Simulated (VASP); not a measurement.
# CuW2 in VASP: further runs

CuW2 is run at these levels: PBE; tasks: single point, relaxation of cell and atoms.

Everything below comes from runs of VASP 6.6.1. Logs are shortened: lines on timing, memory, paths and dates and some standing lists are left out, and cuts for length are marked.

### 1 The cell of the first run

It takes space group P6/mmm (No. 191, hexagonal). The conventional cell has a = 4.503 Å, b = 4.503 Å, c = 2.643 Å, α = 90.00°, β = 90.00°, γ = 120.00°. Cu (site symmetry 6/mmm) has 2 Cu at 2.64 Å and 12 W at 2.92 Å within 3.5 Å. Within 3.4 Å of W (site symmetry -6m2) lie 5 W at 2.60 to 2.64 Å and 6 Cu at 2.92 Å.

### 2 Single point, PBE

Input file INCAR:

```
PREC = Accurate
ENCUT = 520
EDIFF = 1E-6
ISMEAR = 0
SIGMA = 0.1
LREAL = False
LASPH = True
NELM = 100
ALGO = Fast
ISIF = 2
LWAVE = False
LCHARG = False
GGA = PE
NBANDS = 26
```

Input file KPOINTS:

```
Automatic mesh
0
Gamma
  12 12 18
```

Input file POSCAR:

```
CuW2
1.0
    4.5025219391      0.0000000000      0.0000000000
   -2.2512609696      3.8992983804      0.0000000000
    0.0000000000      0.0000000000      2.6430121929
Cu W
1 2
Direct
    0.0000000000      0.0000000000      0.0000000000
    0.3333333333      0.6666666667      0.5000000000
    0.6666666667      0.3333333333      0.5000000000
```

Potentials or basis: VASP PAW PBE potentials, release 64 (Cu, W_sv).

On the command line:

```
$ cat potpaw_PBE.64/Cu/POTCAR potpaw_PBE.64/W_sv/POTCAR > POTCAR
$ mpirun -np 1 vasp_std > vasp.out
```

OUTCAR:

```text
PREC = Accurate
   ENCUT = 520
   EDIFF = 1E-6
   ISMEAR = 0
   LREAL = False
   LASPH = True
   NELM = 100
   ISIF = 2
   GGA = PE

 ion  position               nearest neighbor table
   1  0.000  0.000  0.000-   2 2.92   3 2.92   2 2.92   3 2.92   3 2.92   3 2.92   2 2.92   2 2.92
                             3 2.92   3 2.92   2 2.92   2 2.92
   2  0.333  0.667  0.500-   3 2.60   3 2.60   3 2.60   1 2.92   1 2.92   1 2.92   1 2.92   1 2.92
                             1 2.92
   3  0.667  0.333  0.500-   2 2.60   2 2.60   2 2.60   1 2.92   1 2.92   1 2.92   1 2.92   1 2.92
                             1 2.92

  LATTYP: Found a hexagonal cell.
 ALAT       =     4.5025219391
 C/A-ratio  =     0.5870070660

  Lattice vectors:

 A1 = (   4.5025219391,   0.0000000000,   0.0000000000)
 A2 = (  -2.2512609696,   3.8992983804,   0.0000000000)
 A3 = (   0.0000000000,   0.0000000000,   2.6430121929)

Analysis of symmetry for initial positions (statically):
=====================================================================
 Subroutine PRICEL returns:
 Original cell was already a primitive cell.

 Routine SETGRP: Setting up the symmetry group for a
 hexagonal supercell.

 Subroutine GETGRP returns: Found 24 space group operations
 (whereof 24 operations were pure point group operations)
 out of a pool of 24 trial point group operations.

The static configuration has the point symmetry D_6h.

Analysis of symmetry for dynamics (positions and initial velocities):
=====================================================================
 Subroutine PRICEL returns:
 Original cell was already a primitive cell.

 Routine SETGRP: Setting up the symmetry group for a
 hexagonal supercell.

 Subroutine GETGRP returns: Found 24 space group operations
 (whereof 24 operations were pure point group operations)
 out of a pool of 24 trial point group operations.

The dynamic configuration has the point symmetry D_6h.

 Subroutine INISYM returns: Found 24 space group operations
 (whereof 24 operations are pure point group operations),
 and found     1 'primitive' translations

----------------------------------------------------------------------------------------

                                     Primitive cell

  volume of cell :      46.4025

  direct lattice vectors                    reciprocal lattice vectors
     4.502521939  0.000000000  0.000000000     0.222097752  0.128228197  0.000000000
    -2.251260970  3.899298380  0.000000000     0.000000000  0.256456394  0.000000000
     0.000000000  0.000000000  2.643012193     0.000000000  0.000000000  0.378356181

  length of vectors
     4.502521939  4.502521939  2.643012193     0.256456394  0.256456394  0.378356181

  position of ions in fractional coordinates (direct lattice)
     0.000000000  0.000000000  0.000000000
     0.333333333  0.666666667  0.500000000
     0.666666667  0.333333333  0.500000000

  ion indices of the primitive-cell ions
   primitive index   ion index
                 1           1
                 2           2
                 3           3

----------------------------------------------------------------------------------------

 KPOINTS: Automatic mesh

Automatic generation of k-mesh.
 Grid dimensions read from file:
 generate k-points for:   12   12   18

 Generating k-lattice:

  Cartesian coordinates                     Fractional coordinates (reciprocal lattice)
     0.018508146  0.010685683  0.000000000     0.083333333  0.000000000  0.000000000
     0.000000000  0.021371366  0.000000000     0.000000000  0.083333333  0.000000000
     0.000000000  0.000000000  0.021019788     0.000000000  0.000000000  0.055555556

  Length of vectors
     0.021371366  0.021371366  0.021019788

  Shift w.r.t. Gamma in fractional coordinates (k-lattice)
     0.000000000  0.000000000  0.000000000

 Subroutine IBZKPT returns following result:
 ===========================================

 Found    190 irreducible k-points:

 Following reciprocal coordinates:
            Coordinates               Weight
  0.000000  0.000000  0.000000      1.000000
  0.083333 -0.000000  0.000000      6.000000
  0.166667 -0.000000  0.000000      6.000000
  0.250000 -0.000000  0.000000      6.000000
  0.333333 -0.000000  0.000000      6.000000
  0.416667 -0.000000  0.000000      6.000000
[... 16 lines left out ...]
  0.250000 -0.000000  0.055556     12.000000
  0.333333 -0.000000  0.055556     12.000000
 [... further k-points ...]
   k-points           NKPTS =    190   k-points in BZ     NKDIM =    190   number of bands    NBANDS=     26
   number of dos      NEDOS =    301   number of ions     NIONS =      3
   total plane-waves  NPLWV =  25920
   dimension x,y,z NGX =    36 NGY =   36 NGZ =   20
   dimension x,y,z NGXF=    72 NGYF=   72 NGZF=   40
   ions per type =               1   2
   NGX,Y,Z   is equivalent  to a cutoff of  13.29, 13.29, 12.58 a.u.
   NGXF,Y,Z  is equivalent  to a cutoff of  26.58, 26.58, 25.16 a.u.
 SYSTEM =  unknown system
   PREC   = accura    normal or accurate (medium, high low for compatibility)
   ISTART =      0    job   : 0-new  1-cont  2-samecut
   ICHARG =      2    charge: 1-file 2-atom 10-const
   ISPIN  =      1    spin polarized calculation?
   LNONCOLLINEAR =      F non collinear calculations
   LSORBIT =      F    spin-orbit coupling
   LASPH  =      T    aspherical Exc in radial PAW
   ENCUT  =  520.0 eV  38.22 Ry    6.18 a.u.   8.37  8.37  4.91*2*pi/ulx,y,z
   NELM   =    100;   NELMIN=  2; NELMDL= -5     # of ELM steps
   EDIFF  = 0.1E-05   stopping-criterion for ELM
   LREAL  =      F    real-space projection
   EDIFFG = 0.1E-04   stopping-criterion for IOM
   NSW    =      0    number of steps for IOM
   IBRION =     -1    ionic relax: 0-MD 1-quasi-New 2-CG
   NFREE  =      0    steps in history (QN), initial steepest desc. (CG)
   ISIF   =      2    stress and relaxation
   ISYM   =      2    0-nonsym 1-usesym 2-fastsym
   POTIM  = 0.5000    time-step for ionic-motion
   TEBEG  =    0.0;   TEEND  =   0.0 temperature during run
   PSTRESS=    0.0 pullay stress
   NELECT =      39.0000    total number of electrons
   NUPDOWN=      -1.0000    fix difference up-down
   EMIN   =  10.00;   EMAX   =-10.00  energy-range for DOS
   EFERMI =   0.00;   METHOD = LEGACY
   ISMEAR =     0;   SIGMA  =   0.10  broadening in eV -4-tet -1-fermi 0-gaus
   EFERMI_NEDOS =   21; number of points for ismear=-14 and -15
   IALGO  =     68    algorithm
   IMIX   =      4    mixing-type and parameters
     AMIX     =   0.40;   BMIX     =  1.00
     AMIX_MAG =   1.60;   BMIX_MAG =  1.00
  volume/ion in A,a.u.               =      15.47       104.38
  Fermi-wavevector in a.u.,A,eV,Ry     =   1.544955  2.919542 32.475561  2.386886
  Thomas-Fermi vector in A             =   2.650403
   LORBIT       =      0    0 simple, 1 ext, 2 COOP (PROOUT), +10 PAW based schemes
   GGA     = PE    functional components
   LHFCALC =     F    Hartree Fock is set to
   AEXX    =    0.0000 exact exchange contribution
   IVDW    =     0    specifies the selected vdW correction
   LEPSILON=     F    determine dielectric tensor
   LRPA    =     F    only Hartree local field effects (RPA)
 non-spin polarized calculation
 RMM-DIIS sequential band-by-band and
 Gauss-broadening in eV      SIGMA  =   0.10
  energy-cutoff  :      520.00
  volume of cell :       46.40
 maximum number of plane-waves:      1270
 NGX is ok and might be reduce to    36

 number of electron      39.0000011 magnetization

 Free energy of the ion-electron system (eV)
  ---------------------------------------------------
  ext. energy  EPLUGINS =         0.00000000
  ---------------------------------------------------
  free energy    TOTEN  =       -28.03583306 eV

  energy without entropy =      -28.03295153  energy(sigma->0) =      -28.03439230

 E-fermi :   9.4151     XC(G=0): -12.9823

 val. band max:        9.4019042936   @ k =   0.2500   0.2500   0.2222
 cond. band min:       9.4264528957   @ k =   0.4167   0.0833   0.0000
 fundamental gap:      0.0245486021
 Fermi energy:         9.4150564346

 k-point     1 :       0.0000    0.0000    0.0000
  band No.  band energies     occupation
      1     -64.4635      2.00000
      2     -64.2957      2.00000
      3     -29.0896      2.00000
      4     -29.0896      2.00000
      5     -28.1612      2.00000
      6     -28.1592      2.00000
[... 18 lines left out ...]
     25      13.7874      0.00000
     26      15.9901      0.00000

 k-point     2 :       0.0833   -0.0000    0.0000
  band No.  band energies     occupation
      1     -64.4610      2.00000
      2     -64.2983      2.00000
      3     -29.0953      2.00000
      4     -29.0783      2.00000
      5     -28.1714      2.00000
      6     -28.1583      2.00000
[... 18 lines left out ...]
     25      14.0951      0.00000
     26      15.6315      0.00000

 k-point     3 :       0.1667   -0.0000    0.0000
  band No.  band energies     occupation
      1     -64.4537      2.00000
      2     -64.3057      2.00000
      3     -29.1102      2.00000
      4     -29.0459      2.00000
      5     -28.2064      2.00000
      6     -28.1498      2.00000
[... 18 lines left out ...]
     25      14.8778      0.00000
     26      14.9555      0.00000

 k-point     4 :       0.2500   -0.0000    0.0000
  band No.  band energies     occupation
      1     -64.4424      2.00000
      2     -64.3173      2.00000
      3     -29.1299      2.00000
      4     -28.9968      2.00000
      5     -28.2589      2.00000
      6     -28.1366      2.00000
[... 18 lines left out ...]
     25      14.0146      0.00000
     26      14.1578      0.00000
[... 496 lines left out ...]
      1     -64.4509      2.00000
      2     -64.3030      2.00000
      3     -29.1056      2.00000
      4     -29.0413      2.00000
      5     -28.2035      2.00000
      6     -28.1891      2.00000
[... 18 lines left out ...]
     25      14.9452      0.00000
     26      15.1137      0.00000

 k-point    23 :       0.2500   -0.0000    0.0556
  band No.  band energies     occupation
      1     -64.4395      2.00000
      2     -64.3146      2.00000
      3     -29.1252      2.00000
      4     -28.9923      2.00000
      5     -28.2554      2.00000
      6     -28.1762      2.00000
[... 18 lines left out ...]
     25      14.2548      0.00000
     26      14.3036      0.00000

 k-point    24 :       0.3333   -0.0000    0.0556
  band No.  band energies     occupation
      1     -64.4256      2.00000
      2     -64.3287      2.00000
      3     -29.1440      2.00000
      4     -28.9355      2.00000
      5     -28.3155      2.00000
      6     -28.1597      2.00000
[... 18 lines left out ...]
     25      13.7044      0.00000
     26      13.8628      0.00000

 [... further k-points ...]
[... 5 lines left out ...]
  --------------------------------------------------------------------------------------
  -------------------------------------------------------------------------------------
  Total        0.1942218      0.1942218      0.1521640     -0.0000000      0.0000000      0.0000000
  in kB        6.7060535      6.7060535      5.2538900     -0.0000000      0.0000000      0.0000000
  external PRESSURE =       6.2219990 kB  Pullay stress =       0.0000000 kB

 VOLUME and BASIS-vectors are now :
 -----------------------------------------------------------------------------
  energy-cutoff  :      520.00
  volume of cell :       46.40
      direct lattice vectors                 reciprocal lattice vectors
     4.502521939  0.000000000  0.000000000     0.222097752  0.128228197  0.000000000
    -2.251260970  3.899298380  0.000000000     0.000000000  0.256456394  0.000000000
     0.000000000  0.000000000  2.643012193     0.000000000  0.000000000  0.378356181

 POSITION                                       TOTAL-FORCE (eV/Angst)
 -----------------------------------------------------------------------------------
      0.00000      0.00000      0.00000        -0.000000      0.000000      0.000000
     -0.00000      2.59953      1.32151        -0.000000      0.000000     -0.000000
      2.25126      1.29977      1.32151         0.000000     -0.000000      0.000000
 -----------------------------------------------------------------------------------
    total drift:                                0.000000      0.000000     -0.000000

  FREE ENERGIE OF THE ION-ELECTRON SYSTEM (eV)
  ---------------------------------------------------
  free  energy   TOTEN  =       -28.0358330596 eV

  energy  without entropy=      -28.0329515314  energy(sigma->0) =      -28.03439230
```

Run time: 4 min. Hardware: 1 thread of Intel Xeon 6975P-C, shared host; peak memory 0.33 GiB.

What came out:

```
Free energy : -28.0358 eV
Pressure    : 0.6 GPa
```

Stress tensor (GPa, compression positive):
```
0.67 0.00 0.00
0.00 0.67 0.00
0.00 0.00 0.53
```

Levels at points of the mesh, in eV from the Fermi level:
| k point | band 15 | band 16 | band 17 | band 18 | band 19 | band 20 | band 21 | band 22 | band 23 | band 24 |
| --- | --- | --- | --- | --- | --- | --- | --- | --- | --- | --- |
| (0.00, 0.00, 0.00) | -2.73 | -2.73 | -2.47 | -2.47 | -0.91 | -0.91 | 1.86 | 1.86 | 4.35 | 4.35 |
| (0.50, 0.00, 0.00) | -2.83 | -2.52 | -2.52 | -2.45 | -1.52 | 0.22 | 1.73 | 2.08 | 2.81 | 3.69 |
| (0.00, 0.00, 0.50) | -1.63 | -1.63 | -0.98 | -0.98 | -0.43 | 0.32 | 0.32 | 1.09 | 1.09 | 5.69 |
| (0.50, 0.00, 0.50) | -2.77 | -2.40 | -1.64 | -1.02 | -0.75 | -0.35 | 1.10 | 3.36 | 4.01 | 5.25 |

Caveat: spin-orbit coupling is left out, which moves the levels of the heavy elements.

### 3 Relaxation of cell and atoms, PBE

Input file INCAR:

```
  PREC = Accurate
  ENCUT = 600
  EDIFF = 1E-6
  ISMEAR = 0
  SIGMA = 0.1
  LREAL = F
  LASPH = T
  NELM = 60
  ALGO = Fast
  ISIF = 3
  LWAVE = F
  LCHARG = F
  GGA = PE
  IBRION = 2
  NSW = 100
  EDIFFG = -0.01
```

Input file KPOINTS:

```
regular mesh
0
Gamma
  12 12 18
```

Input file POSCAR:

```
CuW2
1.0
    4.5049585320      0.0000000000      0.0000000000
   -2.2524792660      3.9014085317      0.0000000000
    0.0000000000      0.0000000000      2.6352631531
Cu W
1 2
Direct
    0.0000000000      0.0000000000      0.0000000000
    0.3333333333      0.6666666667      0.5000000000
    0.6666666667      0.3333333333      0.5000000000
```

Potentials or basis: VASP PAW PBE potentials, release 64 (Cu, W_sv).

On the command line:

```
$ cat potpaw_PBE.64/Cu/POTCAR potpaw_PBE.64/W_sv/POTCAR > POTCAR
$ mpirun -np 1 vasp_std > vasp.out
```

It took 16 min on 1 thread of Intel Xeon 6975P-C, shared host; peak memory 0.38 GiB.

The run converged. Its results:

```yaml
Free_energy: -28.0366 eV
Relaxed_volume: 15.52 Å³/atom
Relaxed_cell: a = 4.508 Å, b = 4.508 Å, c = 2.645 Å, α = 90.00°, β = 90.00°, γ = 120.00°
Space_group_after_relaxing_to_0.05_Å: P6/mmm (No. 191)
Energy_gained_by_relaxing: 0.4 meV/atom
Ionic_steps: 6
Pressure_after_relaxing: 0.1 GPa
```

Step by step:
| step | energy change (eV) | largest force (eV/Å) | pressure (GPa) | volume (Å³) |
| --- | --- | --- | --- | --- |
| 1 | 0.0000 | 0.0000 | 1.12 | 46.32 |
| 2 | 0.0028 | 0.0000 | -2.34 | 47.04 |
| 3 | -0.0012 | 0.0000 | -0.14 | 46.58 |
| 4 | -0.0012 | 0.0000 | -0.09 | 46.57 |
| 5 | -0.0012 | 0.0000 | 0.13 | 46.53 |
| 6 | -0.0012 | 0.0000 | 0.07 | 46.55 |

Final structure:
```
Cu W
1.0
     4.50765    0.00000    0.00000
    -2.25382    3.90374    0.00000
     0.00000    0.00000    2.64522
Cu W
1 2
Cartesian
  0.0000 0.0000 0.0000
  0.0000 2.6025 1.3226
  2.2538 1.3012 1.3226
```

Levels at points of the mesh, in eV from the Fermi level:
```tsv
k point	band 15	band 16	band 17	band 18	band 19	band 20	band 21	band 22	band 23
(0.00, 0.00, 0.00)	-2.71	-2.71	-2.46	-2.46	-0.90	-0.90	1.86	1.86	4.35
(0.50, 0.00, 0.00)	-2.81	-2.52	-2.51	-2.44	-1.52	0.21	1.73	2.08	2.80
(0.00, 0.00, 0.50)	-1.63	-1.63	-0.98	-0.98	-0.43	0.32	0.32	1.09	1.09
(0.50, 0.00, 0.50)	-2.75	-2.39	-1.63	-1.01	-0.75	-0.35	1.10	3.35	3.99
```

Caveat: spin-orbit coupling is left out, which moves the levels of the heavy elements.

### 4 Single point, PBE

This run uses another cell than the first one: it holds 6 atoms, not 3.

Input file INCAR:

```
PREC     = Accurate       # precision mode
ENCUT    = 700            # plane-wave cutoff, eV
EDIFF    = 1E-6           # SCF threshold, eV
ISMEAR   = 0              # smearing method
SIGMA    = 0.1            # smearing width, eV
LREAL    = F              # projectors in reciprocal space
LASPH    = T              # aspherical terms in the spheres
NELM     = 120            # most SCF steps
ALGO     = Normal         # electronic algorithm
ISIF     = 2              # what is computed and relaxed
LWAVE    = F              # write WAVECAR
LCHARG   = T              # write CHGCAR
GGA      = PE             # functional
LELF     = T              # ELF
LVHAR    = T            
NBANDS   = 56             # bands
GGA_COMPAT= F
```

Input file KPOINTS:

```
Automatic mesh
0
Gamma
  4 4 4
```

Input file POSCAR:

```
CuW2
1.0
    4.6172482979      0.0000000000      0.0000000000
    0.0000000000      7.9871353099      0.0000000000
    0.0000000000      0.0000000000      2.6763976573
Cu W
2 4
Direct
    0.5000000000      0.0000000000      0.5000000000
    0.0000000000      0.5000000000      0.5000000000
    0.0000016735      0.1663299414      0.5000000000
    0.5000016735      0.3336700586      0.5000000000
    0.4999983265      0.6663299414      0.5000000000
    0.9999983265      0.8336700586      0.5000000000
```

Potentials or basis: VASP PAW PBE potentials, release 64 (Cu_sv_GW, W_sv).

On the command line:

```
$ cat potpaw_PBE.64/Cu_sv_GW/POTCAR potpaw_PBE.64/W_sv/POTCAR > POTCAR
$ mpirun -np 1 vasp_std > vasp.out
```

Wall time 4.6 min (1 thread of Intel Xeon Platinum 8259CL at 2.50GHz (Skylake/Cascade Lake), shared host); peak memory 0.37 GiB.

Results (log left out):

| Item | Value |
| --- | --- |
| Free energy | -53.2252 eV |
| Pressure | -0.8 GPa |
| Largest force | 0.006 eV/Å |
| Band gap on the k mesh | zero (band 47 reaches 9.43 eV, above the bottom of band 48 at 7.76 eV) |

Forces on the atoms (eV/Å):
```
Cu   0.000  0.000  0.000
Cu   0.000  0.000  0.000
W    0.000 -0.006  0.000
W    0.000  0.006  0.000
W    0.000 -0.006  0.000
W    0.000  0.006  0.000
```

Stress tensor (GPa, compression positive):
```
-0.83  0.00  0.00
 0.00 -0.76  0.00
 0.00  0.00 -0.95
```

Levels at points of the mesh, in eV from the Fermi level:
| k point | band 44 | band 45 | band 46 | band 47 | band 48 | band 49 |
| --- | --- | --- | --- | --- | --- | --- |
| (0.00, 0.00, 0.00) | -2.24 | -1.14 | -1.13 | -1.00 | 0.17 | 1.68 |
| (0.50, 0.00, 0.00) | -1.37 | -1.35 | -1.35 | -0.91 | -0.91 | 1.42 |
| (0.00, 0.50, 0.00) | -2.25 | -1.08 | -1.08 | -0.80 | -0.80 | 1.73 |
| (0.50, 0.50, 0.00) | -2.24 | -0.99 | -0.99 | 0.19 | 0.19 | 1.67 |
| (0.00, 0.00, 0.50) | -0.80 | -0.79 | -0.78 | 0.10 | 0.11 | 0.12 |
| (0.50, 0.00, 0.50) | -1.09 | -0.32 | -0.32 | 0.77 | 0.77 | 1.31 |
| (0.00, 0.50, 0.50) | -1.30 | -0.76 | -0.76 | 0.29 | 0.29 | 0.70 |
| (0.50, 0.50, 0.50) | -1.14 | -0.77 | -0.77 | 0.52 | 0.52 | 0.76 |

Caveat: the k points lie up to 0.59 Å⁻¹ apart; spin-orbit coupling is left out, which moves the levels of the heavy elements.

### 5 The runs side by side

```csv
task,potentials or basis,cell,k mesh,cutoff (eV),second run,gap on the mesh (eV),pressure (GPa)
single point,"VASP PAW PBE potentials, release 64 (Cu, W_sv)","a = 4.503, b = 4.503, c = 2.643 Å, angles 90.0, 90.0, 120.0°, 3 atoms",12 × 12 × 18,520,-,none,0.6
relaxation of cell and atoms,"VASP PAW PBE potentials, release 64 (Cu, W_sv)","relaxed from a = 4.505, b = 4.505, c = 2.635 Å, angles 90.0, 90.0, 120.0°, 3 atoms",12 × 12 × 18,600,-,none,0.1
single point,"VASP PAW PBE potentials, release 64 (Cu_sv_GW, W_sv)","a = 4.617, b = 7.987, c = 2.676 Å, 6 atoms",4 × 4 × 4,700,valence_matched,none,-0.8
```

Alike in all rows: level PBE; no spin polarisation; smearing gaussian 0.1 eV.

Caveats: some runs use coarse meshes; spin-orbit coupling is left out, which moves the levels of the heavy elements.

Absolute energies hang on the potentials; compare differences alone.
